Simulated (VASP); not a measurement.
# OsCl3 (Pm-3m) in VASP: a series of runs

OsCl3 is run at these levels: PBE+U; tasks: single point.

Program: VASP 6.6.1. These are calculated values, not measurements. Logs are shortened: lines on timing, memory, paths and dates and some standing lists are left out, and cuts for length are marked.

### Step 1. The cell of the first run

Symmetry: Pm-3m, No. 221, cubic system. Conventional cell: a = 4.880 Å, b = 4.880 Å, c = 4.880 Å, α = 90.00°, β = 90.00°, γ = 90.00°. Os (site symmetry m-3m) has 6 Cl at 2.44 Å within 3.2 Å. Cl (site symmetry 4/mmm) has 2 Os at 2.44 Å within 3.2 Å.

### Step 2. Single point, PBE+U, collinear spin

Input file INCAR:

```
SYSTEM = OsCl3
  PREC = Accurate
  ENCUT = 520
  EDIFF = 1E-6
  ISMEAR = 0
  SIGMA = 0.05
  LREAL = .False.
  LASPH = .True.
  NELM = 150
  ALGO = Normal
  ISIF = 2
  LWAVE = .False.
  LCHARG = .False.
  ISPIN = 2
  MAGMOM = 1 0 0 0
  LORBIT = 11
  LMAXMIX = 4
  LDAU = .True.
  LDAUTYPE = 2
  LDAUL = 2 -1
  LDAUU = 2 0
  LDAUJ = 0 0
  LDAUPRINT = 1
  GGA = PE
  NBANDS = 26
```

Input file KPOINTS:

```
Automatic mesh
0
Gamma
  3 3 3
  0 0 0
```

Input file POSCAR:

```
OsCl3
1.0
    4.8800000000      0.0000000000      0.0000000000
    0.0000000000      4.8800000000      0.0000000000
    0.0000000000      0.0000000000      4.8800000000
Os Cl
1 3
Direct
    0.0000000000      0.0000000000      0.0000000000
    0.5000000000      0.0000000000      0.0000000000
    0.0000000000      0.0000000000      0.5000000000
    0.0000000000      0.5000000000      0.0000000000
```

Potentials or basis: VASP PAW PBE potentials, release 64 (Os, Cl).

Started as:

```sh
$ cat potpaw_PBE.64/Os/POTCAR potpaw_PBE.64/Cl/POTCAR > POTCAR
$ mpirun -np 1 vasp_std > vasp.out
```

OUTCAR:

```text
SYSTEM = OsCl3
   PREC = Accurate
   ENCUT = 520
   EDIFF = 1E-6
   ISMEAR = 0
   LREAL = .False.
   LASPH = .True.
   NELM = 150
   ISIF = 2
   ISPIN = 2
   LORBIT = 11
   GGA = PE

 ion  position               nearest neighbor table
   1  0.000  0.000  0.000-   2 2.44   3 2.44   4 2.44   3 2.44   4 2.44   2 2.44
   2  0.500  0.000  0.000-   1 2.44   1 2.44
   3  0.000  0.000  0.500-   1 2.44   1 2.44
   4  0.000  0.500  0.000-   1 2.44   1 2.44

  LATTYP: Found a simple cubic cell.
 ALAT       =     4.8800000000

  Lattice vectors:

 A1 = (   4.8800000000,   0.0000000000,   0.0000000000)
 A2 = (   0.0000000000,   4.8800000000,   0.0000000000)
 A3 = (   0.0000000000,   0.0000000000,   4.8800000000)

Analysis of symmetry for initial positions (statically):
=====================================================================
 Subroutine PRICEL returns:
 Original cell was already a primitive cell.

 Routine SETGRP: Setting up the symmetry group for a
 simple cubic supercell.

 Subroutine GETGRP returns: Found 48 space group operations
 (whereof 48 operations were pure point group operations)
 out of a pool of 48 trial point group operations.

The static configuration has the point symmetry O_h .

Analysis of symmetry for dynamics (positions and initial velocities):
=====================================================================
 Subroutine PRICEL returns:
 Original cell was already a primitive cell.

 Routine SETGRP: Setting up the symmetry group for a
 simple cubic supercell.

 Subroutine GETGRP returns: Found 48 space group operations
 (whereof 48 operations were pure point group operations)
 out of a pool of 48 trial point group operations.

The dynamic configuration has the point symmetry O_h .

Analysis of structural, dynamic, and magnetic symmetry:
=====================================================================
 Subroutine PRICEL returns:
 Original cell was already a primitive cell.

 Routine SETGRP: Setting up the symmetry group for a
 simple cubic supercell.

 Subroutine GETGRP returns: Found 48 space group operations
 (whereof 48 operations were pure point group operations)
 out of a pool of 48 trial point group operations.

The overall configuration has the point symmetry O_h .

 Subroutine INISYM returns: Found 48 space group operations
 (whereof 48 operations are pure point group operations),
 and found     1 'primitive' translations

----------------------------------------------------------------------------------------

                                     Primitive cell

  volume of cell :     116.2143

  direct lattice vectors                    reciprocal lattice vectors
     4.880000000  0.000000000  0.000000000     0.204918033  0.000000000  0.000000000
     0.000000000  4.880000000  0.000000000     0.000000000  0.204918033  0.000000000
     0.000000000  0.000000000  4.880000000     0.000000000  0.000000000  0.204918033

  length of vectors
     4.880000000  4.880000000  4.880000000     0.204918033  0.204918033  0.204918033

  position of ions in fractional coordinates (direct lattice)
     0.000000000  0.000000000  0.000000000
     0.500000000  0.000000000  0.000000000
     0.000000000  0.000000000  0.500000000
     0.000000000  0.500000000  0.000000000

  ion indices of the primitive-cell ions
   primitive index   ion index
                 1           1
                 2           2
                 3           3
                 4           4

[... 64 lines left out ...]
   EFERMI =   0.00;   METHOD = LEGACY
   ISMEAR =     0;   SIGMA  =   0.05  broadening in eV -4-tet -1-fermi 0-gaus
   EFERMI_NEDOS =   21; number of points for ismear=-14 and -15
   IALGO  =     38    algorithm
   IMIX   =      4    mixing-type and parameters
     AMIX     =   0.40;   BMIX     =  1.00
     AMIX_MAG =   1.60;   BMIX_MAG =  1.00
  volume/ion in A,a.u.               =      29.05       196.06
  Fermi-wavevector in a.u.,A,eV,Ry     =   1.030673  1.947690 14.453297  1.062287
  Thomas-Fermi vector in A             =   2.164783
   LORBIT       =     11    0 simple, 1 ext, 2 COOP (PROOUT), +10 PAW based schemes
 LDA+U is selected, type is set to LDAUTYPE =  2
   angular momentum for each species LDAUL =     2   -1
   U (eV)           for each species LDAUU =   2.0  0.0
   J (eV)           for each species LDAUJ =   0.0  0.0
   GGA     = PE    functional components
   LHFCALC =     F    Hartree Fock is set to
   AEXX    =    0.0000 exact exchange contribution
   IVDW    =     0    specifies the selected vdW correction
   LEPSILON=     F    determine dielectric tensor
   LRPA    =     F    only Hartree local field effects (RPA)
 spin polarized calculation
 Gauss-broadening in eV      SIGMA  =   0.05
  energy-cutoff  :      520.00
  volume of cell :      116.21
 maximum number of plane-waves:      3145
   NGX = 19   NGY = 19   NGZ = 19

atom =   1  type =  1  l = 2

 onsite density matrix

spin component  1

  0.9620  0.0000  0.0000  0.0000  0.0000
  0.0000  0.9620 -0.0000  0.0000  0.0000
  0.0000 -0.0000  0.6907  0.0000  0.0000
  0.0000  0.0000  0.0000  0.9620  0.0000
  0.0000  0.0000  0.0000  0.0000  0.6907

spin component  2

  0.2163 -0.0000  0.0000 -0.0000 -0.0000
 -0.0000  0.2163  0.0000 -0.0000 -0.0000
  0.0000  0.0000  0.5533 -0.0000 -0.0000
 -0.0000 -0.0000 -0.0000  0.2163 -0.0000
 -0.0000 -0.0000 -0.0000 -0.0000  0.5533

 occupancies and eigenvectors

  o =  0.2163  v =  0.0000  0.0000  0.0000  0.0000  0.0000  0.0000 -0.9995 -0.0000  0.0321 -0.0000      0.0000  0.0000  0.0000  0.0000  0.0000  0.0000  0.0000  0.0000  0.0000  0.0000
  o =  0.2163  v =  0.0000  0.0000  0.0000  0.0000  0.0000  1.0000  0.0000  0.0000  0.0000  0.0000      0.0000  0.0000  0.0000  0.0000  0.0000  0.0000  0.0000  0.0000  0.0000  0.0000
  o =  0.2163  v =  0.0000  0.0000  0.0000  0.0000  0.0000  0.0000 -0.0321 -0.0000 -0.9995  0.0000      0.0000  0.0000  0.0000  0.0000  0.0000  0.0000  0.0000  0.0000  0.0000  0.0000
  o =  0.5533  v =  0.0000  0.0000  0.0000  0.0000  0.0000  0.0000 -0.0000  0.9998 -0.0000  0.0220      0.0000  0.0000  0.0000  0.0000  0.0000  0.0000  0.0000  0.0000  0.0000  0.0000
  o =  0.5533  v =  0.0000  0.0000  0.0000  0.0000  0.0000  0.0000 -0.0000 -0.0220  0.0000  0.9998      0.0000  0.0000  0.0000  0.0000  0.0000  0.0000  0.0000  0.0000  0.0000  0.0000
  o =  0.6907  v =  0.0000 -0.0000 -1.0000  0.0000  0.0058  0.0000  0.0000  0.0000  0.0000  0.0000      0.0000  0.0000  0.0000  0.0000  0.0000  0.0000  0.0000  0.0000  0.0000  0.0000
  o =  0.6907  v =  0.0000  0.0000  0.0058 -0.0000  1.0000  0.0000  0.0000  0.0000  0.0000  0.0000      0.0000  0.0000  0.0000  0.0000  0.0000  0.0000  0.0000  0.0000  0.0000  0.0000
  o =  0.9620  v =  0.0000  0.1568  0.0000 -0.9876 -0.0000  0.0000  0.0000  0.0000  0.0000  0.0000      0.0000  0.0000  0.0000  0.0000  0.0000  0.0000  0.0000  0.0000  0.0000  0.0000
  o =  0.9620  v =  1.0000  0.0000  0.0000  0.0000  0.0000  0.0000  0.0000  0.0000  0.0000  0.0000      0.0000  0.0000  0.0000  0.0000  0.0000  0.0000  0.0000  0.0000  0.0000  0.0000
  o =  0.9620  v =  0.0000  0.9876 -0.0000  0.1568  0.0000  0.0000  0.0000  0.0000  0.0000  0.0000      0.0000  0.0000  0.0000  0.0000  0.0000  0.0000  0.0000  0.0000  0.0000  0.0000

 number of electron      29.0000011 magnetization       2.9256603

 Free energy of the ion-electron system (eV)
  ---------------------------------------------------
  ext. energy  EPLUGINS =         0.00000000
  ---------------------------------------------------
  free energy    TOTEN  =       -14.79409847 eV

  energy without entropy =      -14.79168939  energy(sigma->0) =      -14.79289393

 E-fermi :   0.9119     XC(G=0):  -7.8453

 val. band max:        0.8630416066   @ k =   0.3333   0.3333   0.0000
 cond. band min:       1.4351440867   @ k =   0.3333   0.3333   0.0000
 fundamental gap:      0.5721024801
 Fermi energy:         0.9119378329

 spin component 1

 k-point     1 :       0.0000    0.0000    0.0000
  band No.  band energies     occupation
      1     -15.2811      1.00000
      2     -14.4732      1.00000
      3     -14.4732      1.00000
      4      -4.1451      1.00000
      5      -4.1451      1.00000
      6      -4.1451      1.00000
[... 105 lines left out ...]
     25      10.6589      0.00000
     26      11.5982      0.00000
 Fermi energy:         0.9119378329

 spin component 2

 k-point     1 :       0.0000    0.0000    0.0000
  band No.  band energies     occupation
      1     -15.1098      1.00000
      2     -14.2929      1.00000
      3     -14.2928      1.00000
      4      -4.0404      1.00000
      5      -4.0404      1.00000
      6      -4.0404      1.00000
[... 105 lines left out ...]
     25      10.9368      0.00000
     26      11.8208      0.00000

------------------------ aborting loop because EDIFF is reached ----------------------------------------

  FORCE on cell =-STRESS in cart. coord.  units (eV):
  Direction    XX          YY          ZZ          XY          YZ          ZX
  --------------------------------------------------------------------------------------
  -------------------------------------------------------------------------------------
  Total       -0.3470536     -0.3470536     -0.3470536     -0.0000000     -0.0000000      0.0000000
  in kB       -4.7846223     -4.7846223     -4.7846223     -0.0000000     -0.0000000      0.0000000
  external PRESSURE =      -4.7846223 kB  Pullay stress =       0.0000000 kB

 VOLUME and BASIS-vectors are now :
 -----------------------------------------------------------------------------
  energy-cutoff  :      520.00
  volume of cell :      116.21
      direct lattice vectors                 reciprocal lattice vectors
     4.880000000  0.000000000  0.000000000     0.204918033  0.000000000  0.000000000
     0.000000000  4.880000000  0.000000000     0.000000000  0.204918033  0.000000000
     0.000000000  0.000000000  4.880000000     0.000000000  0.000000000  0.204918033

 POSITION                                       TOTAL-FORCE (eV/Angst)
 -----------------------------------------------------------------------------------
      0.00000      0.00000      0.00000         0.000000      0.000000      0.000000
      2.44000      0.00000      0.00000         0.000000      0.000000      0.000000
      0.00000      0.00000      2.44000         0.000000      0.000000      0.000000
      0.00000      2.44000      0.00000         0.000000      0.000000      0.000000
 -----------------------------------------------------------------------------------
    total drift:                                0.000000      0.000000     -0.000000

  FREE ENERGIE OF THE ION-ELECTRON SYSTEM (eV)
  ---------------------------------------------------
  free  energy   TOTEN  =       -14.7940984704 eV

  energy  without entropy=      -14.7916893920  energy(sigma->0) =      -14.79289393

 total charge

# of ion       s       p       d       tot
------------------------------------------
    1        0.490   0.422   5.963   6.875
    2        1.609   3.464   0.000   5.073
    3        1.609   3.464   0.000   5.073
    4        1.609   3.464   0.000   5.073
--------------------------------------------------
tot          5.318  10.814   5.963  22.095

 magnetization (x)

# of ion       s       p       d       tot
------------------------------------------
    1        0.069   0.013   2.493   2.575
    2        0.008   0.104   0.000   0.112
    3        0.008   0.104   0.000   0.112
    4        0.008   0.104   0.000   0.112
--------------------------------------------------
tot          0.093   0.325   2.493   2.911
```

Wall time 23 s (1 thread of Intel Xeon 6975P-C (Granite Rapids), shared host); peak memory 0.23 GiB.

What came out:

- Free energy: -14.7941 eV
- Pressure: -0.5 GPa
- Net moment: 2.93 μB per cell
- Site moments: Os +2.58; Cl +0.11 μB
- Valence electrons inside the program's atomic spheres: Os 6.88; Cl 5.07

Levels at points of the mesh, in eV from the Fermi level:
Spin up:
```
           k point  band 12  band 13  band 14  band 15  band 16  band 17  band 18  band 19  band 20  band 21
(0.00, 0.00, 0.00)    -2.70    -2.53    -2.53    -2.53    -1.83    -1.83     1.38     4.89     8.01     8.01
```
Spin down:
| k point | band 9 | band 10 | band 11 | band 12 | band 13 | band 14 | band 15 | band 16 | band 17 | band 18 |
| --- | --- | --- | --- | --- | --- | --- | --- | --- | --- | --- |
| (0.00, 0.00, 0.00) | -2.48 | -2.38 | -2.38 | -2.38 | -0.65 | -0.65 | -0.65 | -0.51 | -0.51 | 2.40 |

Eigenvalues of the final occupation matrices:
```csv
site,spin,trace,eigenvalues
site 1 d,1,4.27,0.69 0.69 0.96 0.96 0.96
site 1 d,2,1.76,0.22 0.22 0.22 0.55 0.55
```

Caveat: the k points lie up to 0.43 Å⁻¹ apart; spin-orbit coupling is left out, which moves the levels of the heavy elements.

(Continued in part 2 of 2.)
